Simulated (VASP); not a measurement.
# BN in VASP: further runs

Runs on BN. Level: PBE. Tasks: single point.

Everything below comes from runs of VASP 6.6.1. Logs are shortened: lines on timing, memory, paths and dates and some standing lists are left out, and cuts for length are marked.

## Step 1: The cell of the first run

It takes space group P6_3/mmc (No. 194, hexagonal). Conventional cell: a = 2.498 Å, b = 2.498 Å, c = 6.636 Å, α = 90.00°, β = 90.00°, γ = 120.00°. Within 1.9 Å of B (site symmetry -6m2) lie 3 N at 1.44 Å. Within 1.9 Å of N (site symmetry -6m2) lie 3 B at 1.44 Å.

## Step 2: Single point, PBE

Contents of INCAR:

```
SYSTEM = BN
PREC = Accurate
ENCUT = 520
EDIFF = 1E-7
ISMEAR = 1
SIGMA = 0.01
LREAL = .False.
LASPH = .True.
NELM = 60
ALGO = Normal
ISIF = 2
LWAVE = .False.
LCHARG = .False.
GGA = PE
NBANDS = 16
```

Contents of KPOINTS:

```
regular mesh
0
Gamma
  12 12 4
  0 0 0
```

Contents of POSCAR:

```
BN
1.0
    2.4982400000      0.0000000000      0.0000000000
   -1.2491200000      2.1635393000      0.0000000000
    0.0000000000      0.0000000000      6.6357000000
B N
2 2
Direct
    0.3333333300      0.6666666700      0.2500000000
    0.6666666700      0.3333333300      0.7500000000
    0.3333333300      0.6666666700      0.7500000000
    0.6666666700      0.3333333300      0.2500000000
```

Potentials or basis: VASP PAW PBE potentials, release 64 (B, N).

Started as:

```sh
cat potpaw_PBE.64/B/POTCAR potpaw_PBE.64/N/POTCAR > POTCAR
mpirun -np 1 vasp_std > vasp.out
```

OUTCAR:

```text
SYSTEM = BN
   PREC = Accurate
   ENCUT = 520
   EDIFF = 1E-7
   ISMEAR = 1
   LREAL = .False.
   LASPH = .True.
   NELM = 60
   ISIF = 2
   GGA = PE

 ion  position               nearest neighbor table
   1  0.333  0.667  0.250-   4 1.44   4 1.44   4 1.44
   2  0.667  0.333  0.750-   3 1.44   3 1.44   3 1.44
   3  0.333  0.667  0.750-   2 1.44   2 1.44   2 1.44
   4  0.667  0.333  0.250-   1 1.44   1 1.44   1 1.44

  LATTYP: Found a hexagonal cell.
 ALAT       =     2.4982400000
 C/A-ratio  =     2.6561499296

  Lattice vectors:

 A1 = (   2.4982400000,   0.0000000000,   0.0000000000)
 A2 = (  -1.2491200000,   2.1635393000,   0.0000000000)
 A3 = (   0.0000000000,   0.0000000000,   6.6357000000)

Analysis of symmetry for initial positions (statically):
=====================================================================
 Subroutine PRICEL returns:
 Original cell was already a primitive cell.

 Routine SETGRP: Setting up the symmetry group for a
 hexagonal supercell.

 Subroutine GETGRP returns: Found 24 space group operations
 (whereof 12 operations were pure point group operations)
 out of a pool of 24 trial point group operations.

The static configuration has the point symmetry D_3d.
 The point group associated with its full space group is D_6h.

Analysis of symmetry for dynamics (positions and initial velocities):
=====================================================================
 Subroutine PRICEL returns:
 Original cell was already a primitive cell.

 Routine SETGRP: Setting up the symmetry group for a
 hexagonal supercell.

 Subroutine GETGRP returns: Found 24 space group operations
 (whereof 12 operations were pure point group operations)
 out of a pool of 24 trial point group operations.

The dynamic configuration has the point symmetry D_3d.
 The point group associated with its full space group is D_6h.

 Subroutine INISYM returns: Found 24 space group operations
 (whereof 12 operations are pure point group operations),
 and found     1 'primitive' translations

----------------------------------------------------------------------------------------

                                     Primitive cell

  volume of cell :      35.8662

  direct lattice vectors                    reciprocal lattice vectors
     2.498240000  0.000000000  0.000000000     0.400281798  0.231102805  0.000000000
    -1.249120000  2.163539300  0.000000000     0.000000000  0.462205609  0.000000000
     0.000000000  0.000000000  6.635700000     0.000000000  0.000000000  0.150700002

  length of vectors
     2.498240000  2.498239996  6.635700000     0.462205608  0.462205609  0.150700002

  position of ions in fractional coordinates (direct lattice)
     0.333333330  0.666666670  0.250000000
     0.666666670  0.333333330  0.750000000
     0.333333330  0.666666670  0.750000000
     0.666666670  0.333333330  0.250000000

  ion indices of the primitive-cell ions
   primitive index   ion index
                 1           1
                 2           2
                 3           3
                 4           4

----------------------------------------------------------------------------------------

 KPOINTS: regular mesh

Automatic generation of k-mesh.
 Grid dimensions read from file:
 generate k-points for:   12   12    4

 Generating k-lattice:

  Cartesian coordinates                     Fractional coordinates (reciprocal lattice)
     0.033356817  0.019258567  0.000000000     0.083333333 -0.000000000  0.000000000
     0.000000000  0.038517134  0.000000000     0.000000000  0.083333333  0.000000000
     0.000000000  0.000000000  0.037675000     0.000000000  0.000000000  0.250000000

  Length of vectors
     0.038517134  0.038517134  0.037675000

  Shift w.r.t. Gamma in fractional coordinates (k-lattice)
     0.000000000  0.000000000  0.000000000

 Subroutine IBZKPT returns following result:
 ===========================================

 Found     57 irreducible k-points:

 Following reciprocal coordinates:
            Coordinates               Weight
  0.000000  0.000000  0.000000      1.000000
  0.083333 -0.000000  0.000000      6.000000
  0.166667 -0.000000  0.000000      6.000000
  0.250000 -0.000000  0.000000      6.000000
  0.333333  0.000000  0.000000      6.000000
  0.416667 -0.000000  0.000000      6.000000
[... 16 lines left out ...]
  0.250000 -0.000000  0.250000     12.000000
  0.333333  0.000000  0.250000     12.000000
 [... further k-points ...]
   k-points           NKPTS =     57   k-points in BZ     NKDIM =     57   number of bands    NBANDS=     16
   number of dos      NEDOS =    301   number of ions     NIONS =      4
   total plane-waves  NPLWV =  20000
   dimension x,y,z NGX =    20 NGY =   20 NGZ =   50
   dimension x,y,z NGXF=    40 NGYF=   40 NGZF=  100
   ions per type =               2   2
   NGX,Y,Z   is equivalent  to a cutoff of  13.31, 13.31, 12.53 a.u.
   NGXF,Y,Z  is equivalent  to a cutoff of  26.62, 26.62, 25.05 a.u.
 SYSTEM =  BN
   PREC   = accura    normal or accurate (medium, high low for compatibility)
   ISTART =      0    job   : 0-new  1-cont  2-samecut
   ICHARG =      2    charge: 1-file 2-atom 10-const
   ISPIN  =      1    spin polarized calculation?
   LNONCOLLINEAR =      F non collinear calculations
   LSORBIT =      F    spin-orbit coupling
   LASPH  =      T    aspherical Exc in radial PAW
   ENCUT  =  520.0 eV  38.22 Ry    6.18 a.u.   4.65  4.65 12.34*2*pi/ulx,y,z
   NELM   =     60;   NELMIN=  2; NELMDL= -5     # of ELM steps
   EDIFF  = 0.1E-06   stopping-criterion for ELM
   LREAL  =      F    real-space projection
   EDIFFG = 0.1E-05   stopping-criterion for IOM
   NSW    =      0    number of steps for IOM
   IBRION =     -1    ionic relax: 0-MD 1-quasi-New 2-CG
   NFREE  =      0    steps in history (QN), initial steepest desc. (CG)
   ISIF   =      2    stress and relaxation
   ISYM   =      2    0-nonsym 1-usesym 2-fastsym
   POTIM  = 0.5000    time-step for ionic-motion
   TEBEG  =    0.0;   TEEND  =   0.0 temperature during run
   PSTRESS=    0.0 pullay stress
   NELECT =      16.0000    total number of electrons
   NUPDOWN=      -1.0000    fix difference up-down
   EMIN   =  10.00;   EMAX   =-10.00  energy-range for DOS
   EFERMI =   0.00;   METHOD = LEGACY
   ISMEAR =     1;   SIGMA  =   0.01  broadening in eV -4-tet -1-fermi 0-gaus
   EFERMI_NEDOS =   21; number of points for ismear=-14 and -15
   IALGO  =     38    algorithm
   IMIX   =      4    mixing-type and parameters
     AMIX     =   0.40;   BMIX     =  1.00
     AMIX_MAG =   1.60;   BMIX_MAG =  1.00
  volume/ion in A,a.u.               =       8.97        60.51
  Fermi-wavevector in a.u.,A,eV,Ry     =   1.250891  2.363842 21.289433  1.564729
  Thomas-Fermi vector in A             =   2.384864
   LORBIT       =      0    0 simple, 1 ext, 2 COOP (PROOUT), +10 PAW based schemes
   GGA     = PE    functional components
   LHFCALC =     F    Hartree Fock is set to
   AEXX    =    0.0000 exact exchange contribution
   IVDW    =     0    specifies the selected vdW correction
   LEPSILON=     F    determine dielectric tensor
   LRPA    =     F    only Hartree local field effects (RPA)
 non-spin polarized calculation
 Methfessel and Paxton  Order N= 1 SIGMA  =   0.01
  energy-cutoff  :      520.00
  volume of cell :       35.87
 maximum number of plane-waves:       985
 NGX is ok and might be reduce to    20
   NGX =  9   NGY =  9   NGZ = 25

 number of electron      15.9999997 magnetization

 Free energy of the ion-electron system (eV)
  ---------------------------------------------------
  ext. energy  EPLUGINS =         0.00000000
  ---------------------------------------------------
  free energy    TOTEN  =       -35.14690933 eV

  energy without entropy =      -35.14690933  energy(sigma->0) =      -35.14690933

 E-fermi :   2.4063     XC(G=0): -10.0886

 val. band max:        2.3081880926   @ k =   0.3333   0.3333   0.5000
 cond. band min:       6.5951049036   @ k =   0.5000  -0.0000   0.0000
 fundamental gap:      4.2869168110
 Fermi energy:         2.4062882523

 k-point     1 :       0.0000    0.0000    0.0000
  band No.  band energies     occupation
      1     -15.5316      2.00000
      2     -15.2363      2.00000
      3      -3.9420      2.00000
      4      -1.8138      2.00000
      5       0.9861      2.00000
      6       0.9861      2.00000
[... 8 lines left out ...]
     15      14.6584      0.00000
     16      15.4187      0.00000

 k-point     2 :       0.0833   -0.0000    0.0000
  band No.  band energies     occupation
      1     -15.3949      2.00000
      2     -15.1042      2.00000
      3      -3.7543      2.00000
      4      -1.6452      2.00000
      5       0.4265      2.00000
      6       0.4590      2.00000
[... 8 lines left out ...]
     15      14.9083      0.00000
     16      15.1373      0.00000

 k-point     3 :       0.1667   -0.0000    0.0000
  band No.  band energies     occupation
      1     -14.9920      2.00000
      2     -14.7155      2.00000
      3      -3.1981      2.00000
      4      -1.1497      2.00000
      5      -0.9944      2.00000
      6      -0.9549      2.00000
[... 8 lines left out ...]
     15      16.2514      0.00000
     16      16.2591      0.00000

 k-point     4 :       0.2500   -0.0000    0.0000
  band No.  band energies     occupation
      1     -14.3496      2.00000
      2     -14.0979      2.00000
      3      -2.8007      2.00000
      4      -2.7399      2.00000
      5      -2.2983      2.00000
      6      -0.6529      2.00000
[... 8 lines left out ...]
     15      17.6940      0.00000
     16      18.4265      0.00000
[... 324 lines left out ...]
 k-point    22 :       0.1667   -0.0000    0.2500
  band No.  band energies     occupation
      1     -14.9536      2.00000
      2     -14.7582      2.00000
      3      -2.9502      2.00000
      4      -1.5368      2.00000
      5      -0.9824      2.00000
      6      -0.9381      2.00000
[... 8 lines left out ...]
     15      16.1527      0.00000
     16      16.2338      0.00000

 k-point    23 :       0.2500   -0.0000    0.2500
  band No.  band energies     occupation
      1     -14.3143      2.00000
      2     -14.1365      2.00000
      3      -2.8070      2.00000
      4      -2.7558      2.00000
      5      -2.0407      2.00000
      6      -0.6963      2.00000
[... 8 lines left out ...]
     15      18.4414      0.00000
     16      18.5220      0.00000

 k-point    24 :       0.3333    0.0000    0.2500
  band No.  band energies     occupation
      1     -13.5041      2.00000
      2     -13.3546      2.00000
      3      -4.5923      2.00000
      4      -4.5344      2.00000
      5      -1.2770      2.00000
      6      -1.2338      2.00000
[... 8 lines left out ...]
     15      19.1834      0.00000
     16      20.9897      0.00000

 [... further k-points ...]

------------------------ aborting loop because EDIFF is reached ----------------------------------------

  FORCE on cell =-STRESS in cart. coord.  units (eV):
  Direction    XX          YY          ZZ          XY          YZ          ZX
  --------------------------------------------------------------------------------------
  -------------------------------------------------------------------------------------
  Total        1.4092188      1.4092188      0.6365293      0.0000000     -0.0000000      0.0000000
  in kB       62.9510996     62.9510993     28.4343486      0.0000000     -0.0000000      0.0000000
  external PRESSURE =      51.4455158 kB  Pullay stress =       0.0000000 kB

 VOLUME and BASIS-vectors are now :
 -----------------------------------------------------------------------------
  energy-cutoff  :      520.00
  volume of cell :       35.87
      direct lattice vectors                 reciprocal lattice vectors
     2.498240000  0.000000000  0.000000000     0.400281798  0.231102805  0.000000000
    -1.249120000  2.163539300  0.000000000     0.000000000  0.462205609  0.000000000
     0.000000000  0.000000000  6.635700000     0.000000000  0.000000000  0.150700002

 POSITION                                       TOTAL-FORCE (eV/Angst)
 -----------------------------------------------------------------------------------
     -0.00000      1.44236      1.65892         0.000000     -0.000000      0.000000
      1.24912      0.72118      4.97677        -0.000000      0.000000      0.000000
     -0.00000      1.44236      4.97677         0.000000      0.000000      0.000000
      1.24912      0.72118      1.65892        -0.000000     -0.000000      0.000000
 -----------------------------------------------------------------------------------
    total drift:                               -0.000002      0.000001      0.000000

  FREE ENERGIE OF THE ION-ELECTRON SYSTEM (eV)
  ---------------------------------------------------
  free  energy   TOTEN  =       -35.1469093276 eV

  energy  without entropy=      -35.1469093276  energy(sigma->0) =      -35.14690933
```

Wall time 51 s (1 thread of Intel Xeon 6975P-C, shared host); peak memory 0.16 GiB.

Results:

| Quantity | Value |
| --- | --- |
| Free energy | -35.1469 eV |
| Pressure | 5.1 GPa |
| Band gap on the k mesh | 4.29 eV, indirect (least direct gap 4.66 eV) |

Stress tensor (GPa, compression positive):
```
6.30 0.00 0.00
0.00 6.30 0.00
0.00 0.00 2.84
```

Caveat: this functional lacks dispersion, which binds the layers, so the pressure and a relaxed spacing across them are unreliable.

## Step 3: Single point, PBE

This run uses another cell than the first one, of 9.17 Å³/atom, 1.023 times its volume.

Contents of INCAR:

```
SYSTEM = BN
  ALGO = Normal
  EDIFF = 1E-7
  ENCUT = 520
  GGA = PE
  ISIF = 2
  ISMEAR = 1
  LASPH = .TRUE.
  LCHARG = .FALSE.
  LREAL = .FALSE.
  LWAVE = .FALSE.
  NBANDS = 16
  NELM = 80
  PREC = Accurate
  SIGMA = 0.01
```

Contents of KPOINTS:

```
k-points
0
G
  12 12 4
  0 0 0
```

Contents of POSCAR:

```
BN
1.0
    2.5193955271      0.0022002932      0.0000000000
   -1.2577922538      2.1741727958      0.0000000000
    0.0000000000      0.0000000000      6.6918948112
B N
2 2
Direct
    0.3342721099      0.6676174572      0.2500000000
    0.6657278901      0.3323825428      0.7500000000
    0.3319634599      0.6652832950      0.7500000000
    0.6680365401      0.3347167050      0.2500000000
```

Potentials or basis: VASP PAW PBE potentials, release 64 (B, N).

Started as:

```sh
cat potpaw_PBE.64/B/POTCAR potpaw_PBE.64/N/POTCAR > POTCAR
mpirun -np 1 vasp_std > vasp.out
```

Run time: 3.1 min. Hardware: 1 thread of Intel Xeon 6975P-C, shared host; peak memory 0.23 GiB.

Results (log left out):

* Free energy: -35.1601 eV
* Pressure: 0.0 GPa
* Largest force: 0.003 eV/Å
* Band gap on the k mesh: 4.26 eV, indirect (least direct gap 4.61 eV)

Forces on the atoms (eV/Å):
```
B    0.002  0.003  0.000
B   -0.002 -0.003  0.000
N    0.002  0.003  0.000
N   -0.002 -0.003  0.000
```

Stress tensor (GPa, compression positive):
```
-2.20 -0.58  0.00
-0.58 -0.20  0.00
 0.00  0.00  2.52
```

Levels at points of the mesh, in eV from the valence-band top:
```tsv
k point	band 4	band 5	band 6	band 7	band 8	band 9	band 10	band 11	band 12	band 13
(0.00, 0.00, 0.00)	-4.06	-1.37	-1.33	-1.33	-1.29	5.21	10.18	11.41	11.45	11.53
(0.50, 0.00, 0.00)	-8.79	-4.09	-4.02	-1.42	-0.45	4.26	5.57	9.45	9.88	12.62
(0.00, 0.50, 0.00)	-8.77	-4.16	-4.09	-1.39	-0.42	4.27	5.60	9.36	9.75	12.65
(0.50, 0.50, 0.00)	-8.78	-4.12	-4.06	-1.41	-0.43	4.26	5.58	9.40	9.81	12.64
(0.00, 0.00, 0.50)	-5.20	-1.35	-1.35	-1.31	-1.31	7.52	7.52	11.47	11.47	11.51
(0.50, 0.00, 0.50)	-8.83	-4.05	-4.05	-0.92	-0.92	4.70	4.70	9.83	9.83	13.48
(0.00, 0.50, 0.50)	-8.81	-4.12	-4.12	-0.89	-0.89	4.73	4.73	9.71	9.71	13.49
(0.50, 0.50, 0.50)	-8.82	-4.09	-4.09	-0.90	-0.90	4.71	4.71	9.77	9.77	13.48
```

Caveat: this functional lacks dispersion, which binds the layers, so the pressure and a relaxed spacing across them are unreliable. Expect the measured gap to be larger: semilocal functionals such as PBE lack the derivative discontinuity.
